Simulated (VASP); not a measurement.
# BN (R3m) in VASP: notebook

BN is run at these levels: LDA; tasks: single point.

Program: VASP 6.6.1. These are calculated values, not measurements. Logs are shortened: lines on timing, memory, paths and dates and some standing lists are left out, and cuts for length are marked.

## (1) The cell of the first run

It takes space group R3m (No. 160, trigonal). Conventional cell: a = 2.535 Å, b = 2.535 Å, c = 10.252 Å, α = 90.00°, β = 90.00°, γ = 120.00°. N (site symmetry 3m) has 3 B at 1.46 Å within 2.0 Å. Within 2.0 Å of B (site symmetry 3m) lie 3 N at 1.46 Å.

## (2) Single point, LDA

Input file INCAR:

```
SYSTEM = BN
  PREC = Accurate
  ENCUT = 520
  EDIFF = 1E-6
  ISMEAR = -1
  SIGMA = 0.05
  LREAL = .False.
  LASPH = .True.
  NELM = 100
  ALGO = Normal
  ISIF = 2
  LWAVE = .False.
  LCHARG = .False.
  GGA = CA
  NBANDS = 11
```

Input file KPOINTS:

```
Automatic mesh
0
Gamma
  12 12 12
  0 0 0
```

Input file POSCAR:

```
BN
1.0
    1.2675858000      0.7318410028      3.4173202092
   -1.2675858000      0.7318410028      3.4173202092
    0.0000000000     -1.4636820056      3.4173202092
N B
1 1
Direct
    0.6672382000      0.6672382000      0.6672382000
    0.0003288000      0.0003288000      0.0003288000
```

Potentials or basis: VASP PAW LDA potentials, release 64 (N, B).

Command:

```sh
$ cat potpaw_LDA.64/N/POTCAR potpaw_LDA.64/B/POTCAR > POTCAR
$ mpirun -np 1 vasp_std > vasp.out
```

OUTCAR:

```text
SYSTEM = BN
   PREC = Accurate
   ENCUT = 520
   EDIFF = 1E-6
   ISMEAR = -1
   LREAL = .False.
   LASPH = .True.
   NELM = 100
   ISIF = 2
   GGA = CA

 ion  position               nearest neighbor table
   1  0.667  0.667  0.667-   2 1.46   2 1.46   2 1.46
   2  0.000  0.000  0.000-   1 1.46   1 1.46   1 1.46

  LATTYP: Found a trigonal (rhomboedric) cell.
 ALAT       =     3.7175855640
 COS(alpha) =     0.7674786797

  Lattice vectors:

 A1 = (   1.2675858000,   0.7318410028,   3.4173202092)
 A2 = (  -1.2675858000,   0.7318410028,   3.4173202092)
 A3 = (   0.0000000000,  -1.4636820056,   3.4173202092)

Analysis of symmetry for initial positions (statically):
=====================================================================
 Subroutine PRICEL returns:
 Original cell was already a primitive cell.

 Routine SETGRP: Setting up the symmetry group for a
 trigonal (rhombohedral) supercell.

 Subroutine GETGRP returns: Found  6 space group operations
 (whereof  6 operations were pure point group operations)
 out of a pool of 12 trial point group operations.

The static configuration has the point symmetry C_3v.

Analysis of symmetry for dynamics (positions and initial velocities):
=====================================================================
 Subroutine PRICEL returns:
 Original cell was already a primitive cell.

 Routine SETGRP: Setting up the symmetry group for a
 trigonal (rhombohedral) supercell.

 Subroutine GETGRP returns: Found  6 space group operations
 (whereof  6 operations were pure point group operations)
 out of a pool of 12 trial point group operations.

The dynamic configuration has the point symmetry C_3v.

 Subroutine INISYM returns: Found  6 space group operations
 (whereof  6 operations are pure point group operations),
 and found     1 'primitive' translations

----------------------------------------------------------------------------------------

                                     Primitive cell

  volume of cell :      19.0209

  direct lattice vectors                    reciprocal lattice vectors
     1.267585800  0.731841003  3.417320209     0.394450616  0.227736170  0.097542318
    -1.267585800  0.731841003  3.417320209    -0.394450616  0.227736170  0.097542318
     0.000000000 -1.463682006  3.417320209     0.000000000 -0.455472339  0.097542318

  length of vectors
     3.717585564  3.717585564  3.717585564     0.465799909  0.465799909  0.465799909

  position of ions in fractional coordinates (direct lattice)
     0.667238200  0.667238200  0.667238200
     0.000328800  0.000328800  0.000328800

  ion indices of the primitive-cell ions
   primitive index   ion index
                 1           1
                 2           2

----------------------------------------------------------------------------------------

 KPOINTS: Automatic mesh

Automatic generation of k-mesh.
 Grid dimensions read from file:
 generate k-points for:   12   12   12

 Generating k-lattice:

  Cartesian coordinates                     Fractional coordinates (reciprocal lattice)
     0.032870885  0.018978014  0.008128526     0.083333333  0.000000000 -0.000000000
    -0.032870885  0.018978014  0.008128526     0.000000000  0.083333333 -0.000000000
     0.000000000 -0.037956028  0.008128526    -0.000000000 -0.000000000  0.083333333

  Length of vectors
     0.038816659  0.038816659  0.038816659

  Shift w.r.t. Gamma in fractional coordinates (k-lattice)
     0.000000000  0.000000000  0.000000000

 Subroutine IBZKPT returns following result:
 ===========================================

 Found    189 irreducible k-points:

 Following reciprocal coordinates:
            Coordinates               Weight
  0.000000  0.000000  0.000000      1.000000
  0.083333  0.000000 -0.000000      6.000000
  0.166667 -0.000000 -0.000000      6.000000
  0.250000 -0.000000 -0.000000      6.000000
  0.333333  0.000000  0.000000      6.000000
  0.416667  0.000000 -0.000000      6.000000
[... 16 lines left out ...]
  0.500000  0.166667  0.000000     12.000000
 -0.416667  0.166667  0.000000     12.000000
 [... further k-points ...]
   k-points           NKPTS =    189   k-points in BZ     NKDIM =    189   number of bands    NBANDS=     11
   number of dos      NEDOS =    301   number of ions     NIONS =      2
   total plane-waves  NPLWV =  21952
   dimension x,y,z NGX =    28 NGY =   28 NGZ =   28
   dimension x,y,z NGXF=    56 NGYF=   56 NGZF=   56
   ions per type =               1   1
   NGX,Y,Z   is equivalent  to a cutoff of  12.52, 12.52, 12.52 a.u.
   NGXF,Y,Z  is equivalent  to a cutoff of  25.04, 25.04, 25.04 a.u.
 SYSTEM =  BN
   PREC   = accura    normal or accurate (medium, high low for compatibility)
   ISTART =      0    job   : 0-new  1-cont  2-samecut
   ICHARG =      2    charge: 1-file 2-atom 10-const
   ISPIN  =      1    spin polarized calculation?
   LNONCOLLINEAR =      F non collinear calculations
   LSORBIT =      F    spin-orbit coupling
   LASPH  =      T    aspherical Exc in radial PAW
   ENCUT  =  520.0 eV  38.22 Ry    6.18 a.u.   6.91  6.91  6.91*2*pi/ulx,y,z
   NELM   =    100;   NELMIN=  2; NELMDL= -5     # of ELM steps
   EDIFF  = 0.1E-05   stopping-criterion for ELM
   LREAL  =      F    real-space projection
   EDIFFG = 0.1E-04   stopping-criterion for IOM
   NSW    =      0    number of steps for IOM
   IBRION =     -1    ionic relax: 0-MD 1-quasi-New 2-CG
   NFREE  =      0    steps in history (QN), initial steepest desc. (CG)
   ISIF   =      2    stress and relaxation
   ISYM   =      2    0-nonsym 1-usesym 2-fastsym
   POTIM  = 0.5000    time-step for ionic-motion
   TEBEG  =    0.0;   TEEND  =   0.0 temperature during run
   PSTRESS=    0.0 pullay stress
   NELECT =       8.0000    total number of electrons
   NUPDOWN=      -1.0000    fix difference up-down
   EMIN   =  10.00;   EMAX   =-10.00  energy-range for DOS
   EFERMI =   0.00;   METHOD = LEGACY
   ISMEAR =    -1;   SIGMA  =   0.05  broadening in eV -4-tet -1-fermi 0-gaus
   EFERMI_NEDOS =   21; number of points for ismear=-14 and -15
   IALGO  =     38    algorithm
   IMIX   =      4    mixing-type and parameters
     AMIX     =   0.40;   BMIX     =  1.00
     AMIX_MAG =   1.60;   BMIX_MAG =  1.00
  volume/ion in A,a.u.               =       9.51        64.18
  Fermi-wavevector in a.u.,A,eV,Ry     =   1.226576  2.317893 20.469813  1.504489
  Thomas-Fermi vector in A             =   2.361572
   LORBIT       =      0    0 simple, 1 ext, 2 COOP (PROOUT), +10 PAW based schemes
   GGA     = CA    functional components
   LHFCALC =     F    Hartree Fock is set to
   AEXX    =    0.0000 exact exchange contribution
   IVDW    =     0    specifies the selected vdW correction
   LEPSILON=     F    determine dielectric tensor
   LRPA    =     F    only Hartree local field effects (RPA)
 non-spin polarized calculation
  energy-cutoff  :      520.00
  volume of cell :       19.02
 maximum number of plane-waves:       523
   NGX = 13   NGY = 13   NGZ = 13

 number of electron       8.0000001 magnetization

 Free energy of the ion-electron system (eV)
  ---------------------------------------------------
  ext. energy  EPLUGINS =         0.00000000
  ---------------------------------------------------
  free energy    TOTEN  =       -19.24945732 eV

  energy without entropy =      -19.24945732  energy(sigma->0) =      -19.24945732

 E-fermi :   2.7359     XC(G=0): -10.2697

 val. band max:        1.7338049572   @ k =  -0.3333   0.3333   0.0000
 cond. band min:       5.7789665070   @ k =   0.5000   0.5000  -0.0000
 fundamental gap:      4.0451615499
 Fermi energy:         2.7358884042

 k-point     1 :       0.0000    0.0000    0.0000
  band No.  band energies     occupation
      1     -15.5922      2.00000
      2      -2.3280      2.00000
      3       0.3903      2.00000
      4       0.3903      2.00000
      5       6.5053      0.00000
      6      12.9703      0.00000
      7      12.9703      0.00000
      8      14.2372      0.00000
      9      15.8094      0.00000
     10      26.7050      0.00000
     11      28.4981      0.00000

 k-point     2 :       0.0833    0.0000   -0.0000
  band No.  band energies     occupation
      1     -15.4583      2.00000
      2      -2.1839      2.00000
      3      -0.1585      2.00000
      4       0.1428      2.00000
      5       6.7820      0.00000
      6      12.8951      0.00000
      7      13.5382      0.00000
      8      13.7986      0.00000
      9      16.2262      0.00000
     10      26.7518      0.00000
     11      27.1442      0.00000

 k-point     3 :       0.1667   -0.0000   -0.0000
  band No.  band energies     occupation
      1     -15.0639      2.00000
      2      -1.7701      2.00000
      3      -1.5207      2.00000
      4      -0.4604      2.00000
      5       7.5089      0.00000
      6      12.5736      0.00000
      7      12.7963      0.00000
      8      15.0807      0.00000
      9      17.2307      0.00000
     10      24.1147      0.00000
     11      26.5834      0.00000

 k-point     4 :       0.2500   -0.0000   -0.0000
  band No.  band energies     occupation
      1     -14.4365      2.00000
      2      -3.2793      2.00000
      3      -1.1608      2.00000
      4      -1.0635      2.00000
      5       8.4991      0.00000
      6      11.0206      0.00000
      7      12.6717      0.00000
      8      17.2591      0.00000
      9      18.2964      0.00000
     10      21.9724      0.00000
     11      25.0071      0.00000

 k-point     5 :       0.3333    0.0000    0.0000
  band No.  band energies     occupation
      1     -13.6442      2.00000
      2      -5.0179      2.00000
      3      -1.7632      2.00000
      4      -0.1801      2.00000
      5       8.7159      0.00000
      6      10.2427      0.00000
      7      12.7631      0.00000
      8      18.3816      0.00000
      9      19.6855      0.00000
     10      21.0955      0.00000
     11      23.8680      0.00000
[... 211 lines left out ...]
 k-point    21 :       0.3333    0.1667   -0.0000
  band No.  band energies     occupation
      1     -14.0450      2.00000
      2      -3.6738      2.00000
      3      -2.1077      2.00000
      4      -0.9628      2.00000
      5       9.1509      0.00000
      6      10.9886      0.00000
      7      13.7393      0.00000
      8      16.0734      0.00000
      9      19.3982      0.00000
     10      20.6592      0.00000
     11      25.2482      0.00000

 k-point    22 :       0.4167    0.1667   -0.0000
  band No.  band energies     occupation
      1     -13.2895      2.00000
      2      -5.0130      2.00000
      3      -2.9325      2.00000
      4      -0.1033      2.00000
      5       8.3577      0.00000
      6      11.7638      0.00000
      7      14.2289      0.00000
      8      16.6411      0.00000
      9      18.4111      0.00000
     10      21.3378      0.00000
     11      24.0306      0.00000

 k-point    23 :       0.5000    0.1667    0.0000
  band No.  band energies     occupation
      1     -12.5661      2.00000
      2      -6.1891      2.00000
      3      -3.4297      2.00000
      4       0.8287      2.00000
      5       7.2403      0.00000
      6      12.7004      0.00000
      7      14.4680      0.00000
      8      16.3240      0.00000
      9      18.4826      0.00000
     10      21.2028      0.00000
     11      24.0747      0.00000

 k-point    24 :      -0.4167    0.1667    0.0000
  band No.  band energies     occupation
      1     -12.2464      2.00000
      2      -6.6812      2.00000
      3      -3.5953      2.00000
      4       1.4210      2.00000
      5       6.6609      0.00000
      6      12.7534      0.00000
      7      14.6874      0.00000
      8      15.5760      0.00000
      9      18.8354      0.00000
     10      21.7662      0.00000
     11      23.8957      0.00000

 [... further k-points ...]
[... 5 lines left out ...]
  --------------------------------------------------------------------------------------
  -------------------------------------------------------------------------------------
  Total       -2.1271821     -2.1271821     -0.1513048      0.0000000      0.0000000      0.0000000
  in kB     -179.1778087   -179.1778087    -12.7447747      0.0000000      0.0000000      0.0000000
  external PRESSURE =    -123.7001307 kB  Pullay stress =       0.0000000 kB

 VOLUME and BASIS-vectors are now :
 -----------------------------------------------------------------------------
  energy-cutoff  :      520.00
  volume of cell :       19.02
      direct lattice vectors                 reciprocal lattice vectors
     1.267585800  0.731841003  3.417320209     0.394450616  0.227736170  0.097542318
    -1.267585800  0.731841003  3.417320209    -0.394450616  0.227736170  0.097542318
     0.000000000 -1.463682006  3.417320209     0.000000000 -0.455472339  0.097542318

 POSITION                                       TOTAL-FORCE (eV/Angst)
 -----------------------------------------------------------------------------------
      0.00000      0.00000      6.84050         0.000000     -0.000000     -0.004927
      0.00000      0.00000      0.00337         0.000000      0.000000      0.004927
 -----------------------------------------------------------------------------------
    total drift:                               -0.000000     -0.000000     -0.000128

  FREE ENERGIE OF THE ION-ELECTRON SYSTEM (eV)
  ---------------------------------------------------
  free  energy   TOTEN  =       -19.2494573168 eV

  energy  without entropy=      -19.2494573167  energy(sigma->0) =      -19.24945732
```

Wall time 98 s (1 thread of Intel Xeon 6975P-C, shared host); peak memory 0.16 GiB.

What came out:

| Item | Value |
| --- | --- |
| Free energy | -19.2495 eV |
| Pressure | -12.4 GPa |
| Largest force | 0.005 eV/Å |
| Band gap on the k mesh | 4.05 eV, indirect (least direct gap 4.46 eV) |

Forces in eV/Å, atoms in the order of the input:
```
N    0.000  0.000 -0.005
B    0.000  0.000  0.005
```

## (3) Single point, LDA

This run uses another cell than the first one, of 9.69 Å³/atom, 1.019 times its volume.

Input file INCAR:

```
SYSTEM = BN
  PREC = Accurate
  ENCUT = 520
  EDIFF = 1E-6
  ISMEAR = -1
  SIGMA = 0.05
  LREAL = .FALSE.
  LASPH = .TRUE.
  NELM = 100
  ALGO = Normal
  ISIF = 2
  LWAVE = .FALSE.
  LCHARG = .FALSE.
  GGA = CA
  NBANDS = 11
```

Input file KPOINTS:

```
Automatic mesh
0
G
  12 12 12
  0 0 0
```

Input file POSCAR:

```
BN
1.0
    1.2756598126      0.7365025362      3.4390871668
   -1.2756598126      0.7365025362      3.4390871668
    0.0000000000     -1.4730050723      3.4390871668
N B
1 1
Direct
    0.6672382000      0.6672382000      0.6672382000
    0.0003288000      0.0003288000      0.0003288000
```

Potentials or basis: VASP PAW LDA potentials, release 64 (N, B).

Command:

```sh
$ cat potpaw_LDA.64/N/POTCAR potpaw_LDA.64/B/POTCAR > POTCAR
$ mpirun -np 1 vasp_std > vasp.out
```

Run time: 97 s. Hardware: 1 thread of Intel Xeon 6975P-C, shared host; peak memory 0.16 GiB.

Results (log left out):

- Free energy: -19.2172 eV
- Pressure: -16.1 GPa
- Largest force: 0.006 eV/Å
- Band gap on the k mesh: 4.02 eV, indirect (least direct gap 4.41 eV)

Forces in eV/Å, atoms in the order of the input:
```
N    0.000  0.000 -0.006
B    0.000  0.000  0.006
```

Stress tensor (GPa, compression positive):
```
-23.47   0.00   0.00
  0.00 -23.47   0.00
  0.00   0.00  -1.34
```

Levels at points of the mesh, in eV from the valence-band top:
```tsv
k point	band 1	band 2	band 3	band 4	band 5	band 6	band 7	band 8	band 9
(0.00, 0.00, 0.00)	-17.21	-3.99	-1.36	-1.36	4.73	11.08	11.08	12.28	13.73
(0.50, 0.00, 0.00)	-14.17	-8.66	-4.00	-0.58	4.98	9.30	12.33	14.26	19.01
(0.50, 0.50, 0.00)	-14.11	-8.55	-4.05	-1.12	4.02	9.30	13.44	16.58	19.19
(0.50, 0.50, 0.50)	-16.97	-5.89	-1.38	-1.38	9.43	11.01	11.01	11.29	15.30
```
